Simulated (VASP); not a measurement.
# HgTe (R-3m) in VASP: notebook, part 4 of 4

VASP 6.6.1. Earlier steps stand in the parts before.

**6. Electric field gradients, PBE (equal xy, yz and zx shear strains of +2 %)**

Contents of INCAR:

```
PREC     = Accurate       # precision mode
ENCUT    = 520            # plane-wave cutoff, eV
EDIFF    = 1E-8           # SCF threshold, eV
ISMEAR   = -1             # smearing method
SIGMA    = 0.08           # smearing width, eV
LREAL    = False          # projectors in reciprocal space
LASPH    = True           # aspherical terms in the spheres
NELM     = 60             # most SCF steps
ALGO     = Normal         # electronic algorithm
ISIF     = 2              # what is computed and relaxed
LWAVE    = False          # write WAVECAR
LCHARG   = False          # write CHGCAR
GGA      = PE             # functional
LEFG     = True         
NBANDS   = 16             # bands
```

Contents of KPOINTS:

```
regular mesh
0
Gamma
  10 10 10
```

Contents of POSCAR:

```
HgTe
1.0
    0.0584300000      2.9507150000      2.9507150000
    2.9507150000      0.0584300000      2.9507150000
    2.9507150000      2.9507150000      0.0584300000
Hg Te
1 1
Direct
    0.0000000000      0.0000000000      0.0000000000
    0.5000000000      0.5000000000      0.5000000000
```

Potentials or basis: VASP PAW PBE potentials, release 64 (Hg, Te).

On the command line:

```sh
$ cat potpaw_PBE.64/Hg/POTCAR potpaw_PBE.64/Te/POTCAR > POTCAR
$ mpirun -np 1 vasp_std > vasp.out
```

OUTCAR:

```text
PREC = Accurate
   ENCUT = 520
   EDIFF = 1E-8
   ISMEAR = -1
   LREAL = False
   LASPH = True
   NELM = 60
   ISIF = 2
   GGA = PE

 ion  position               nearest neighbor table
   1  0.000  0.000  0.000-   2 2.92   2 2.92   2 2.92   2 2.92   2 2.92   2 2.92
   2  0.500  0.500  0.500-   1 2.92   1 2.92   1 2.92   1 2.92   1 2.92   1 2.92

  LATTYP: Found a trigonal (rhomboedric) cell.
 ALAT       =     4.1733502234
 COS(alpha) =     0.5197000882

  Lattice vectors:

 A1 = (   0.0584300000,   2.9507150000,   2.9507150000)
 A2 = (   2.9507150000,   0.0584300000,   2.9507150000)
 A3 = (   2.9507150000,   2.9507150000,   0.0584300000)

Analysis of symmetry for initial positions (statically):
=====================================================================
 Subroutine PRICEL returns:
 Original cell was already a primitive cell.

 Routine SETGRP: Setting up the symmetry group for a
 trigonal (rhombohedral) supercell.

 Subroutine GETGRP returns: Found 12 space group operations
 (whereof 12 operations were pure point group operations)
 out of a pool of 12 trial point group operations.

The static configuration has the point symmetry D_3d.

Analysis of symmetry for dynamics (positions and initial velocities):
=====================================================================
 Subroutine PRICEL returns:
 Original cell was already a primitive cell.

 Routine SETGRP: Setting up the symmetry group for a
 trigonal (rhombohedral) supercell.

 Subroutine GETGRP returns: Found 12 space group operations
 (whereof 12 operations were pure point group operations)
 out of a pool of 12 trial point group operations.

[... 158 lines left out ...]
      3      -1.3048      2.00000
      4      -1.2652      2.00000
      5      -1.2286      2.00000
      6      -1.2286      2.00000
[... 433 lines left out ...]
      3      -1.3937      2.00000
      4      -1.2793      2.00000
      5      -0.9979      2.00000
      6      -0.9740      2.00000
[... 8 lines left out ...]
     15      18.2676      0.00000
     16      18.4968      0.00000

 [... further k-points ...]

------------------------ aborting loop because EDIFF is reached ----------------------------------------

  FORCE on cell =-STRESS in cart. coord.  units (eV):
  Direction    XX          YY          ZZ          XY          YZ          ZX
  --------------------------------------------------------------------------------------
  -------------------------------------------------------------------------------------
  Total        3.3039507      3.3039507      3.3039507     -0.1033992     -0.1033992     -0.1033992
  in kB      106.1758891    106.1758891    106.1758891     -3.3228400     -3.3228400     -3.3228400
  external PRESSURE =     106.1758891 kB  Pullay stress =       0.0000000 kB

 VOLUME and BASIS-vectors are now :
 -----------------------------------------------------------------------------
  energy-cutoff  :      520.00
  volume of cell :       49.86
      direct lattice vectors                 reciprocal lattice vectors
     0.058430000  2.950715000  2.950715000    -0.174568537  0.171178857  0.171178857
     2.950715000  0.058430000  2.950715000     0.171178857 -0.174568537  0.171178857
     2.950715000  2.950715000  0.058430000     0.171178857  0.171178857 -0.174568537

 POSITION                                       TOTAL-FORCE (eV/Angst)
 -----------------------------------------------------------------------------------
      0.00000      0.00000      0.00000        -0.000000      0.000000      0.000000
      2.97993      2.97993      2.97993         0.000000     -0.000000     -0.000000
 -----------------------------------------------------------------------------------
    total drift:                                0.000000     -0.000000     -0.000000

  FREE ENERGIE OF THE ION-ELECTRON SYSTEM (eV)
  ---------------------------------------------------
  free  energy   TOTEN  =        -3.1329424878 eV

  energy  without entropy=       -3.1201185278  energy(sigma->0) =       -3.12653051

 Electric field gradients (V/A^2)
---------------------------------------------------------------------
 ion       V_xx      V_yy      V_zz      V_xy      V_xz      V_yz
---------------------------------------------------------------------
   1       0.000    -0.000     0.000    -7.751    -7.751    -7.751
   2       0.000    -0.000    -0.000    10.123    10.123    10.123
---------------------------------------------------------------------

 Electric field gradients after diagonalization (V/A^2)
 (convention: |V_zz| > |V_xx| > |V_yy|)
----------------------------------------------------------------------
 ion       V_xx      V_yy      V_zz     asymmetry (V_yy - V_xx)/ V_zz
----------------------------------------------------------------------
   1       7.751     7.751   -15.501       0.000
   2     -10.123   -10.123    20.245       0.000
----------------------------------------------------------------------

           NMR quadrupolar parameters

 Cq : quadrupolar parameter    Cq=e*Q*V_zz/h
 eta: asymmetry parameters     (V_yy - V_xx)/ V_zz
 Q  : nuclear electric quadrupole moment in mb (millibarn)
----------------------------------------------------------------------
 ion       Cq(MHz)       eta       Q (mb)
----------------------------------------------------------------------
   1      -0.037       0.000       1.000
   2       0.049       0.000       1.000
----------------------------------------------------------------------
```

OSZICAR:

```text
N       E                     dE             d eps       ncg     rms          rms(c)
DAV:   1     0.106591845725E+03    0.10659E+03   -0.84054E+03  3744   0.101E+03
DAV:   2    -0.151304035584E+00   -0.10674E+03   -0.99585E+02  4432   0.237E+02
DAV:   3    -0.333100863068E+01   -0.31797E+01   -0.31712E+01  4544   0.422E+01
DAV:   4    -0.335125947928E+01   -0.20251E-01   -0.20249E-01  4760   0.328E+00
DAV:   5    -0.335157258261E+01   -0.31310E-03   -0.31310E-03  4640   0.366E-01    0.998E+00
DAV:   6    -0.314043080489E+01    0.21114E+00   -0.41681E-01  4672   0.894E+00    0.745E+00
DAV:   7    -0.313394841927E+01    0.64824E-02   -0.81876E-02  4456   0.204E+00    0.229E+00
DAV:   8    -0.313297104604E+01    0.97737E-03   -0.88402E-03  4232   0.111E+00    0.562E-01
DAV:   9    -0.313292579610E+01    0.45250E-04   -0.50980E-04  4776   0.254E-01    0.983E-02
DAV:  10    -0.313293815718E+01   -0.12361E-04   -0.47805E-05  4608   0.596E-02    0.378E-02
DAV:  11    -0.313294345061E+01   -0.52934E-05   -0.11221E-05  4656   0.278E-02    0.295E-02
DAV:  12    -0.313294262507E+01    0.82554E-06   -0.16564E-06  4032   0.112E-02    0.114E-02
DAV:  13    -0.313294261108E+01    0.13988E-07   -0.14928E-07  4888   0.222E-03    0.839E-03
DAV:  14    -0.313294255581E+01    0.55269E-07   -0.46264E-08  4360   0.245E-03    0.261E-03
DAV:  15    -0.313294248787E+01    0.67949E-07   -0.13544E-08  3472   0.711E-04    0.109E-03
DAV:  16    -0.313294248775E+01    0.11505E-09   -0.78441E-10  2120   0.176E-04
   1 F= -.31329425E+01 E0= -.31265305E+01  d E =-.128240E-01
```

stdout:

```text
POSCAR found type information on POSCAR HgTe
 POSCAR found :  2 types and       2 ions
 scaLAPACK will be used
 LDA part: xc-table for (Slater+PW92), standard interpolation
 POSCAR, INCAR and KPOINTS ok, starting setup
 FFT: planning ... GRIDC
 FFT: planning ... GRID_SOFT
 FFT: planning ... GRID
 WAVECAR not read
 entering main loop
ion   1

ion   2
```

Run time: 52 s. Hardware: 1 thread of AMD EPYC 9R45 (Zen 5), shared host; peak memory 0.21 GiB.

Results:

| Property | Result |
| --- | --- |
| Free energy | -3.1329 eV |
| Pressure | 10.6 GPa |
| Band gap on the k mesh | zero (bands 9 and 10 overlap by 3.20 eV) |
| Largest electric field gradient by atom | Hg -15.5; Te +20.2 V/Å² |

Electric field gradients, principal values (V/Å²):
```csv
atom,least,middle,greatest (by size)
1 Hg,7.751,7.751,-15.501
2 Te,-10.123,-10.123,20.245
```

Caveat: the cell differs from its parent crystal (equal xy, yz and zx shear strains of +2 %); the cell stands under pressure; without QUAD_EFG the Cq values of the log hold for a quadrupole moment of 1 mb, not for the nuclei; spin-orbit coupling is left out, which moves the levels of the heavy elements.

**7. The runs side by side**

```csv
cell,gap on the mesh (eV),pressure (GPa)
"a = 4.071 Å, angles 62.0°, 2 atoms",none,10.6
"a = 4.111 Å, angles 60.7°, 2 atoms",none,10.6
"a = 4.173 Å, angles 58.7°, 2 atoms",none,10.6
```

Alike in all rows: task electric field gradients; level PBE; potentials or basis VASP PAW PBE potentials, release 64 (Hg, Te); no spin polarisation; k mesh 10 × 10 × 10; cutoff (eV) 520; smearing fermi-dirac 0.08 eV.

Caveats: the cell stands under pressure; spin-orbit coupling is left out, which moves the levels of the heavy elements.

Total energies depend on the potentials used, so only differences within one code and one set of settings carry meaning.
